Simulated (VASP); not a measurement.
Runs of VASP 6.6.1 on Sc. The structure is that of space group P6_3/mmc (No. 194), or close to it. The cells are those of the table. 

```csv
cell,further INCAR settings,gap on the mesh (eV),pressure (GPa)
"a = 3.309, b = 3.309, c = 5.189 Å, angles 90.0, 90.0, 120.0°, 2 atoms",ALGO = Fast; EDIFF = 1e-06; NBANDS = 18,none,-2.1
"a = 3.408, b = 3.408, c = 5.347 Å, angles 90.0, 90.0, 120.0°, 2 atoms",ALGO = Fast; EDIFF = 1e-06; NBANDS = 18,none,-5.9
"a = 3.309, b = 3.309, c = 5.426 Å, angles 90.0, 90.0, 120.0°, 2 atoms",ALGO = Fast; EDIFF = 1e-07; NBANDS = 18,none,-4.0
"a = 3.309, b = 3.309, c = 5.347 Å, angles 90.0, 90.0, 120.0°, 2 atoms",ALGO = Fast; EDIFF = 1e-06; NBANDS = 18,none,-3.4
"a = 3.408, b = 3.408, c = 5.426 Å, angles 90.0, 90.0, 120.0°, 2 atoms",ALGO = Fast; EDIFF = 1e-07; NBANDS = 18,none,-6.4
"a = 3.259, b = 3.259, c = 5.347 Å, angles 90.0, 90.0, 120.0°, 2 atoms",ALGO = Fast; EDIFF = 1e-06; NBANDS = 18,none,-1.9
"a = 3.358, b = 3.358, c = 5.347 Å, angles 90.0, 90.0, 120.0°, 2 atoms",ALGO = Fast; EDIFF = 1e-06; NBANDS = 18,none,(b)
"a = 3.358, b = 3.358, c = 5.189 Å, angles 90.0, 90.0, 120.0°, 2 atoms",ALGO = Fast; EDIFF = 1e-07; NBANDS = 18,none,-3.5
"a = 3.358, b = 3.358, c = 5.426 Å, angles 90.0, 90.0, 120.0°, 2 atoms",ALGO = Fast; EDIFF = 1e-06; NBANDS = 18,none,(a)
"a = 3.259, b = 3.259, c = 5.426 Å, angles 90.0, 90.0, 120.0°, 2 atoms",ALGO = Fast; EDIFF = 1e-06; NBANDS = 18,none,-2.5
"a = 3.358, b = 3.358, c = 5.110 Å, angles 90.0, 90.0, 120.0°, 2 atoms",ALGO = Fast; EDIFF = 1e-06; NBANDS = 18,none,-2.8
"a = 3.408, b = 3.408, c = 5.110 Å, angles 90.0, 90.0, 120.0°, 2 atoms",ALGO = Fast; EDIFF = 1e-06; NBANDS = 18,none,-4.2
```

Alike in all rows: task single point; level PBEsol; potentials or basis VASP PAW PBE potentials, release 64 (Sc_sv); no spin polarisation; k mesh 18 × 18 × 10; cutoff (eV) 520; smearing gaussian 0.15 eV.

**Question.** Fill in the values left out.

**Answer.** (a) -5.3; (b) -4.7.

Caveats: the PAW data sets were made with another functional, which shifts forces and pressure a little.

A gap of «none» marks levels without a gap at the run's occupations.
